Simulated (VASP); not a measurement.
# Rh (Fm-3m) in VASP: notebook

The runs below take Rh through single point, relaxation of cell and atoms, with r2SCAN.

All numbers are computed with VASP 6.6.1; they aren't measurements. Logs are shortened: lines on timing, memory, paths and dates and some standing lists are left out, and cuts for length are marked.

## Step 1: The cell of the first run

It takes space group Fm-3m (No. 225, cubic). Conventional cell: a = 3.799 Å, b = 3.799 Å, c = 3.799 Å, α = 90.00°, β = 90.00°, γ = 90.00°. Within 3.5 Å of Rh (site symmetry m-3m) lie 12 Rh at 2.69 Å.

## Step 2: Single point, r2SCAN

Contents of POSCAR:

```
Rh
1.0
    2.6865656029      0.0000000000      0.0000000000
    1.3432828015      2.3266340611      0.0000000000
    1.3432828015      0.7755446870      2.1935716292
Rh
1
Direct
    0.0000000000      0.0000000000      0.0000000000
```

Contents of INCAR.step1:

```
SYSTEM = Rh
PREC = Accurate ; ENCUT = 520
ISMEAR = 0 ; SIGMA = 0.05
LREAL = .False. ; LASPH = .True.
NELM = 80 ; NBANDS = 14
GGA = PE ; ALGO = Normal
EDIFF = 1E-4 ; LWAVE = .True.
LCHARG = .False.
```

Contents of INCAR.step2:

```
SYSTEM = Rh
PREC = Accurate ; ENCUT = 520
EDIFF = 1E-7 ; ISMEAR = 0
SIGMA = 0.05 ; LREAL = .False.
LASPH = .True. ; NELM = 80
ALGO = Normal ; ISIF = 2
LWAVE = .False. ; LCHARG = .False.
METAGGA = R2SCAN ; LMIXTAU = .True.
NBANDS = 14 ; ISTART = 1
```

Contents of KPOINTS:

```
Automatic mesh
0
Gamma
  10 10 10
  0 0 0
```

Potentials or basis: VASP PAW PBE potentials, release 64 (Rh_pv).

Launch:

```sh
$ cat potpaw_PBE.64/Rh_pv/POTCAR > POTCAR
$ cp INCAR.step1 INCAR
$ mpirun -np 1 vasp_std > vasp.out
$ cp INCAR.step2 INCAR
$ mpirun -np 1 vasp_std > vasp.out
```

OUTCAR:

```text
SYSTEM = Rh
   PREC = Accurate
   ENCUT = 520
   EDIFF = 1E-7
   ISMEAR = 0
   LREAL = .False.
   LASPH = .True.
   NELM = 80
   ISIF = 2
   METAGGA = R2SCAN
   ISTART = 1

 ion  position               nearest neighbor table
   1  0.000  0.000  0.000-

  LATTYP: Found a face centered cubic cell.
 ALAT       =     3.7993775119

  Lattice vectors:

 A1 = (   2.6865656029,   0.0000000000,   0.0000000000)
 A2 = (   1.3432828015,   2.3266340611,   0.0000000000)
 A3 = (   1.3432828015,   0.7755446870,   2.1935716292)

Analysis of symmetry for initial positions (statically):
=====================================================================
 Subroutine PRICEL returns:
 Original cell was already a primitive cell.

 Routine SETGRP: Setting up the symmetry group for a
 face centered cubic supercell.

 Subroutine GETGRP returns: Found 48 space group operations
 (whereof 48 operations were pure point group operations)
 out of a pool of 48 trial point group operations.

The static configuration has the point symmetry O_h .

Analysis of symmetry for dynamics (positions and initial velocities):
=====================================================================
 Subroutine PRICEL returns:
 Original cell was already a primitive cell.

 Routine SETGRP: Setting up the symmetry group for a
 face centered cubic supercell.

 Subroutine GETGRP returns: Found 48 space group operations
 (whereof 48 operations were pure point group operations)
 out of a pool of 48 trial point group operations.

The dynamic configuration has the point symmetry O_h .

 Subroutine INISYM returns: Found 48 space group operations
 (whereof 48 operations are pure point group operations),
 and found     1 'primitive' translations

----------------------------------------------------------------------------------------

                                     Primitive cell

  volume of cell :      13.7113

  direct lattice vectors                    reciprocal lattice vectors
     2.686565603  0.000000000  0.000000000     0.372222439 -0.214902725 -0.151959174
     1.343282802  2.326634061  0.000000000     0.000000000  0.429805450 -0.151959174
     1.343282802  0.775544687  2.193571629     0.000000000  0.000000000  0.455877523

  length of vectors
     2.686565603  2.686565603  2.686565603     0.455877523  0.455877523  0.455877523

  position of ions in fractional coordinates (direct lattice)
     0.000000000  0.000000000  0.000000000

  ion indices of the primitive-cell ions
   primitive index   ion index
                 1           1

----------------------------------------------------------------------------------------

 KPOINTS: Automatic mesh

Automatic generation of k-mesh.
 Grid dimensions read from file:
 generate k-points for:   10   10   10

 Generating k-lattice:

  Cartesian coordinates                     Fractional coordinates (reciprocal lattice)
     0.037222244 -0.021490273 -0.015195917     0.100000000  0.000000000  0.000000000
     0.000000000  0.042980545 -0.015195917     0.000000000  0.100000000  0.000000000
     0.000000000  0.000000000  0.045587752     0.000000000  0.000000000  0.100000000

  Length of vectors
     0.045587752  0.045587752  0.045587752

  Shift w.r.t. Gamma in fractional coordinates (k-lattice)
     0.000000000  0.000000000  0.000000000

 Subroutine IBZKPT returns following result:
 ===========================================

 Found     47 irreducible k-points:

 Following reciprocal coordinates:
            Coordinates               Weight
  0.000000  0.000000  0.000000      1.000000
  0.100000 -0.000000  0.000000      8.000000
  0.200000 -0.000000  0.000000      8.000000
  0.300000  0.000000  0.000000      8.000000
  0.400000  0.000000  0.000000      8.000000
  0.500000  0.000000  0.000000      4.000000
[... 16 lines left out ...]
  0.300000  0.300000  0.000000      6.000000
  0.400000  0.300000  0.000000     24.000000
 [... further k-points ...]
   k-points           NKPTS =     47   k-points in BZ     NKDIM =     47   number of bands    NBANDS=     14
   number of dos      NEDOS =    301   number of ions     NIONS =      1
   total plane-waves  NPLWV =   8000
   dimension x,y,z NGX =    20 NGY =   20 NGZ =   20
   dimension x,y,z NGXF=    40 NGYF=   40 NGZF=   40
   ions per type =               1
   NGX,Y,Z   is equivalent  to a cutoff of  12.38, 12.38, 12.38 a.u.
   NGXF,Y,Z  is equivalent  to a cutoff of  24.75, 24.75, 24.75 a.u.
 SYSTEM =  Rh
   PREC   = accura    normal or accurate (medium, high low for compatibility)
   ISTART =      1    job   : 0-new  1-cont  2-samecut
   ICHARG =      0    charge: 1-file 2-atom 10-const
   ISPIN  =      1    spin polarized calculation?
   LNONCOLLINEAR =      F non collinear calculations
   LSORBIT =      F    spin-orbit coupling
   LASPH  =      T    aspherical Exc in radial PAW
   ENCUT  =  520.0 eV  38.22 Ry    6.18 a.u.   5.00  5.00  5.00*2*pi/ulx,y,z
   NELM   =     80;   NELMIN=  2; NELMDL=  0     # of ELM steps
   EDIFF  = 0.1E-06   stopping-criterion for ELM
   LREAL  =      F    real-space projection
   EDIFFG = 0.1E-05   stopping-criterion for IOM
   NSW    =      0    number of steps for IOM
   IBRION =     -1    ionic relax: 0-MD 1-quasi-New 2-CG
   NFREE  =      0    steps in history (QN), initial steepest desc. (CG)
   ISIF   =      2    stress and relaxation
   ISYM   =      2    0-nonsym 1-usesym 2-fastsym
   POTIM  = 0.5000    time-step for ionic-motion
   TEBEG  =    0.0;   TEEND  =   0.0 temperature during run
   PSTRESS=    0.0 pullay stress
   NELECT =      15.0000    total number of electrons
   NUPDOWN=      -1.0000    fix difference up-down
   EMIN   =  10.00;   EMAX   =-10.00  energy-range for DOS
   EFERMI =   0.00;   METHOD = LEGACY
   ISMEAR =     0;   SIGMA  =   0.05  broadening in eV -4-tet -1-fermi 0-gaus
   EFERMI_NEDOS =   21; number of points for ismear=-14 and -15
   IALGO  =     38    algorithm
   IMIX   =      4    mixing-type and parameters
     AMIX     =   0.40;   BMIX     =  1.00
     AMIX_MAG =   1.60;   BMIX_MAG =  1.00
  volume/ion in A,a.u.               =      13.71        92.53
  Fermi-wavevector in a.u.,A,eV,Ry     =   1.686862  3.187706 38.715408  2.845502
  Thomas-Fermi vector in A             =   2.769451
   LORBIT       =      0    0 simple, 1 ext, 2 COOP (PROOUT), +10 PAW based schemes
   METAGGA = R2SCAN    functional components
   LHFCALC =     F    Hartree Fock is set to
   AEXX    =    0.0000 exact exchange contribution
   IVDW    =     0    specifies the selected vdW correction
   LEPSILON=     F    determine dielectric tensor
   LRPA    =     F    only Hartree local field effects (RPA)
 non-spin polarized calculation
 Gauss-broadening in eV      SIGMA  =   0.05
  energy-cutoff  :      520.00
  volume of cell :       13.71
 maximum number of plane-waves:       377
   NGX =  9   NGY =  9   NGZ =  9

 number of electron      15.0000007 magnetization

 Free energy of the ion-electron system (eV)
  ---------------------------------------------------
  ext. energy  EPLUGINS =         0.00000000
  ---------------------------------------------------
  free energy    TOTEN  =       -24.14739636 eV

  energy without entropy =      -24.14545515  energy(sigma->0) =      -24.14642575

 E-fermi :  11.8066     XC(G=0): -15.2289

 val. band max:       11.7910539172   @ k =  -0.3000   0.3000   0.1000
 cond. band min:      11.8844573049   @ k =   0.5000   0.2000   0.1000
 fundamental gap:      0.0934033877
 Fermi energy:        11.8066245872

 k-point     1 :       0.0000    0.0000    0.0000
  band No.  band energies     occupation
      1     -36.0209      2.00000
      2     -36.0209      2.00000
      3     -36.0209      2.00000
      4       3.5810      2.00000
      5       8.5921      2.00000
      6       8.5921      2.00000
      7       8.5921      2.00000
      8      10.6974      2.00000
      9      10.6974      2.00000
     10      28.4931      0.00000
     11      29.1426      0.00000
     12      34.2686      0.00000
     13      34.2686      0.00000
     14      34.2686      0.00000

 k-point     2 :       0.1000   -0.0000    0.0000
  band No.  band energies     occupation
      1     -36.0993      2.00000
      2     -36.0314      2.00000
      3     -36.0314      2.00000
      4       3.9944      2.00000
      5       8.4211      2.00000
      6       8.7455      2.00000
      7       8.7455      2.00000
      8      10.6203      2.00000
      9      10.6203      2.00000
     10      29.0643      0.00000
     11      29.1421      0.00000
     12      32.3705      0.00000
     13      34.8674      0.00000
     14      34.8674      0.00000

 k-point     3 :       0.2000   -0.0000    0.0000
  band No.  band energies     occupation
      1     -36.3019      2.00000
      2     -36.0590      2.00000
      3     -36.0589      2.00000
      4       4.9956      2.00000
      5       8.2454      2.00000
      6       8.9705      2.00000
      7       8.9705      2.00000
      8      10.6590      2.00000
      9      10.6590      2.00000
     10      29.1345      0.00000
     11      29.2358      0.00000
     12      30.1500      0.00000
     13      36.4559      0.00000
     14      36.4559      0.00000

 k-point     4 :       0.3000    0.0000    0.0000
  band No.  band energies     occupation
      1     -36.5471      2.00000
      2     -36.0928      2.00000
      3     -36.0928      2.00000
      4       5.6070      2.00000
      5       8.8436      2.00000
      6       8.8437      2.00000
      7       9.1673      2.00000
      8      11.2514      2.00000
      9      11.2514      2.00000
     10      25.9996      0.00000
     11      29.1425      0.00000
     12      29.6986      0.00000
     13      37.2231      0.00000
     14      37.2231      0.00000

 k-point     5 :       0.4000    0.0000    0.0000
  band No.  band energies     occupation
      1     -36.7414      2.00000
      2     -36.1200      2.00000
      3     -36.1200      2.00000
      4       5.5150      2.00000
      5       8.5864      2.00000
      6       8.5864      2.00000
      7      11.3097      2.00000
      8      12.0211      0.00000
      9      12.0211      0.00000
     10      22.6706      0.00000
     11      28.5247      0.00000
[... 276 lines left out ...]
 k-point    22 :      -0.2000    0.2000    0.0000
  band No.  band energies     occupation
      1     -36.5083      2.00000
      2     -36.2445      2.00000
      3     -36.0892      2.00000
      4       6.7132      2.00000
      5       7.6138      2.00000
      6       8.6237      2.00000
      7       9.7242      2.00000
      8      10.0067      2.00000
      9      13.0938      0.00000
     10      27.4430      0.00000
     11      28.8831      0.00000
     12      29.1427      0.00000
     13      33.1814      0.00000
     14      35.4745      0.00000

 k-point    23 :       0.3000    0.3000    0.0000
  band No.  band energies     occupation
      1     -36.5225      2.00000
      2     -36.2121      2.00000
      3     -36.2121      2.00000
      4       6.0464      2.00000
      5       6.4669      2.00000
      6      10.5726      2.00000
      7      10.9354      2.00000
      8      10.9354      2.00000
      9      11.6978      1.99792
     10      29.1418      0.00000
     11      29.8895      0.00000
     12      29.8895      0.00000
     13      30.2426      0.00000
     14      33.6438      0.00000

 k-point    24 :       0.4000    0.3000    0.0000
  band No.  band energies     occupation
      1     -36.6274      2.00000
      2     -36.2698      2.00000
      3     -36.2447      2.00000
      4       5.9646      2.00000
      5       6.2893      2.00000
      6      10.3237      2.00000
      7      11.0688      2.00000
      8      12.2611      0.00000
      9      13.3031      0.00000
     10      26.8141      0.00000
     11      28.7202      0.00000
     12      28.7993      0.00000
     13      29.1445      0.00000
     14      34.5229      0.00000

 [... further k-points ...]

------------------------ aborting loop because EDIFF is reached ----------------------------------------

  FORCE on cell =-STRESS in cart. coord.  units (eV):
  Direction    XX          YY          ZZ          XY          YZ          ZX
  --------------------------------------------------------------------------------------
  -------------------------------------------------------------------------------------
  Total        0.1034547      0.1034547      0.1034547      0.0000000     -0.0000000      0.0000000
  in kB       12.0888116     12.0888116     12.0888116      0.0000000     -0.0000000      0.0000000
  external PRESSURE =      12.0888116 kB  Pullay stress =       0.0000000 kB

 VOLUME and BASIS-vectors are now :
 -----------------------------------------------------------------------------
  energy-cutoff  :      520.00
  volume of cell :       13.71
      direct lattice vectors                 reciprocal lattice vectors
     2.686565603  0.000000000  0.000000000     0.372222439 -0.214902725 -0.151959174
     1.343282802  2.326634061  0.000000000     0.000000000  0.429805450 -0.151959174
     1.343282802  0.775544687  2.193571629     0.000000000  0.000000000  0.455877523

 POSITION                                       TOTAL-FORCE (eV/Angst)
 -----------------------------------------------------------------------------------
      0.00000      0.00000      0.00000         0.000000      0.000000      0.000000
 -----------------------------------------------------------------------------------
    total drift:                                0.000000      0.000000      0.000000

  FREE ENERGIE OF THE ION-ELECTRON SYSTEM (eV)
  ---------------------------------------------------
  free  energy   TOTEN  =       -24.1473963618 eV

  energy  without entropy=      -24.1454551457  energy(sigma->0) =      -24.14642575
```

It took 60 s on 1 thread of Intel Xeon 8259CL, shared host; peak memory 0.13 GiB.

What came out:

```
Free energy            : -24.1474 eV
Pressure               : 1.2 GPa
Band gap on the k mesh : zero (an odd number of electrons rules out a gap without spin polarisation)
```

Caveat: an empty level that is flat over the whole mesh can mark a ghost state of the potentials, or a narrow d or f band; the PAW data sets were made with another functional, which shifts forces and pressure a little.

## Step 3: Relaxation of cell and atoms, r2SCAN

This run uses another cell than the first one, of 13.67 Å³/atom.

Contents of POSCAR:

```
Rh
1.0
    2.6839650000      0.0000000000      0.0000000000
    1.3419825000      2.3243818729      0.0000000000
    1.3419825000      0.7747939576      2.1914482458
Rh
1
Direct
    0.0000000000      0.0000000000      0.0000000000
```

Contents of INCAR.step1:

```
PREC = Accurate
ENCUT = 600
ISMEAR = 0
SIGMA = 0.05
LREAL = False
LASPH = True
NELM = 80
GGA = PE
ALGO = Normal
EDIFF = 1E-4
LWAVE = True
LCHARG = False
```

Contents of INCAR.step2:

```
PREC = Accurate
ENCUT = 600
EDIFF = 1E-6
ISMEAR = 0
SIGMA = 0.05
LREAL = False
LASPH = True
NELM = 80
ALGO = Normal
ISIF = 3
LWAVE = False
LCHARG = False
METAGGA = R2SCAN
LMIXTAU = True
IBRION = 2
NSW = 80
EDIFFG = -0.01
ISTART = 1
```

Contents of KPOINTS:

```
regular mesh
0
Gamma
  10 10 10
```

Potentials or basis: VASP PAW PBE potentials, release 64 (Rh_pv).

Launch:

```sh
$ cat potpaw_PBE.64/Rh_pv/POTCAR > POTCAR
$ cp INCAR.step1 INCAR
$ mpirun -np 1 vasp_std > vasp.out
$ cp INCAR.step2 INCAR
$ mpirun -np 1 vasp_std > vasp.out
```

OUTCAR:

```text
PREC = Accurate
   ENCUT = 600
   EDIFF = 1E-6
   ISMEAR = 0
   LREAL = False
   LASPH = True
   NELM = 80
   ISIF = 3
   METAGGA = R2SCAN
   IBRION = 2
   NSW = 80
   EDIFFG = -0.01
   ISTART = 1

 ion  position               nearest neighbor table
   1  0.000  0.000  0.000-

  LATTYP: Found a face centered cubic cell.
 ALAT       =     3.7956997040

  Lattice vectors:

 A1 = (   2.6839650000,   0.0000000000,   0.0000000000)
 A2 = (   1.3419825000,   2.3243818729,   0.0000000000)
 A3 = (   1.3419825000,   0.7747939576,   2.1914482458)

Analysis of symmetry for initial positions (statically):
=====================================================================
 Subroutine PRICEL returns:
 Original cell was already a primitive cell.
[... 258 lines left out ...]
  band No.  band energies     occupation
      1     -36.0858      2.00000
      2     -36.0858      2.00000
      3     -36.0858      2.00000
      4       3.5389      2.00000
      5       8.5396      2.00000
      6       8.5396      2.00000
      7       8.5396      2.00000
      8      10.6311      2.00000
      9      10.6311      2.00000
     10      28.4234      0.00000
     11      29.0777      0.00000
[... 309 lines left out ...]
 k-point    24 :       0.4000    0.3000    0.0000
  band No.  band energies     occupation
      1     -36.6843      2.00000
      2     -36.3315      2.00000
      3     -36.3068      2.00000
      4       5.9259      2.00000
      5       6.2498      2.00000
      6      10.2603      2.00000
      7      11.0014      2.00000
      8      12.1855      0.00000
      9      13.2252      0.00000
     10      26.7068      0.00000
     11      28.6114      0.00000

 [... further k-points ...]

------------------------ aborting loop because EDIFF is reached ----------------------------------------

  FORCE on cell =-STRESS in cart. coord.  units (eV):
  Direction    XX          YY          ZZ          XY          YZ          ZX
  --------------------------------------------------------------------------------------
  -------------------------------------------------------------------------------------
  Total        0.0001837      0.0001837      0.0001837     -0.0000000     -0.0000000     -0.0000000
  in kB        0.0213773      0.0213773      0.0213773     -0.0000000     -0.0000000     -0.0000000
  external PRESSURE =       0.0213773 kB  Pullay stress =       0.0000000 kB
[... 16 lines left out ...]
  FREE ENERGIE OF THE ION-ELECTRON SYSTEM (eV)
  ---------------------------------------------------
  free  energy   TOTEN  =       -24.1467000325 eV

  energy  without entropy=      -24.1447540243  energy(sigma->0) =      -24.14572703

 reached required accuracy - stopping structural energy minimisation
```

OSZICAR.step1:

```text
N       E                     dE             d eps       ncg     rms          rms(c)
DAV:   1     0.126626253800E+03    0.12663E+03   -0.10113E+04  1034   0.162E+03
DAV:   2    -0.611180167838E+01   -0.13274E+03   -0.12745E+03  1058   0.412E+02
DAV:   3    -0.774751020285E+01   -0.16357E+01   -0.16173E+01  1193   0.515E+01
DAV:   4    -0.775726682508E+01   -0.97566E-02   -0.97545E-02  1139   0.411E+00
DAV:   5    -0.775741914081E+01   -0.15232E-03   -0.15231E-03  1163   0.483E-01    0.103E+01
DAV:   6    -0.728059710060E+01    0.47682E+00   -0.10820E+00  1067   0.157E+01    0.360E+00
DAV:   7    -0.726279308180E+01    0.17804E-01   -0.24188E-02  1160   0.206E+00    0.167E+00
DAV:   8    -0.725931994066E+01    0.34731E-02   -0.33320E-03  1058   0.932E-01    0.225E-01
DAV:   9    -0.725917602067E+01    0.14392E-03   -0.70754E-05   715   0.144E-01    0.118E-02
DAV:  10    -0.725917766664E+01   -0.16460E-05   -0.56992E-06   556   0.357E-02
   1 F= -.72591777E+01 E0= -.72581787E+01  d E =-.199792E-02
```

Run time: 2.3 min. Hardware: 1 thread of Intel Xeon 8259CL, shared host; peak memory 0.15 GiB.

Results:

```
Free energy                           : -24.1467 eV
Relaxed volume                        : 13.76 Å³/atom
Relaxed cell                          : a = 2.690 Å, b = 2.690 Å, c = 2.690 Å, α = 60.00°, β = 60.00°, γ = 60.00°
Space group after relaxing (to 0.1 Å) : Fm-3m (No. 225)
Energy gained by relaxing             : 0.6 meV/atom
Ionic steps                           : 3
Pressure after relaxing               : 0.0 GPa
Band gap on the k mesh                : zero (an odd number of electrons rules out a gap without spin polarisation)
```

The path:
```tsv
step	energy change (eV)	largest force (eV/Å)	pressure (GPa)	volume (Å³)
1	0.0000	0.0000	1.93	13.67
2	0.0029	0.0000	-4.60	14.00
3	-0.0006	0.0000	0.00	13.76
```

Final structure:
```yaml
crystal:
  lattice:
    - [2.69005, 0.00000, 0.00000]
    - [1.34503, 2.32965, 0.00000]
    - [1.34503, 0.77655, 2.19642]
  atoms:
    - { symbol: Rh, position: [0.00000, 0.00000, 0.00000] }
```

Levels at points of the mesh, in eV from the Fermi level:
```
           k point  band 3  band 4  band 5  band 6  band 7  band 8  band 9  band 10  band 11
(0.00, 0.00, 0.00)  -47.82   -8.20   -3.20   -3.20   -3.20   -1.10   -1.10    16.69    17.34
(0.50, 0.00, 0.00)  -47.93   -6.36   -3.31   -3.31    0.56    0.56    0.88     9.05    16.25
(0.50, 0.50, 0.00)  -48.11   -6.56   -6.19    0.48    1.01    1.01    3.45    12.83    13.97
```

Caveat: the PAW data sets were made with another functional, which shifts forces and pressure a little.
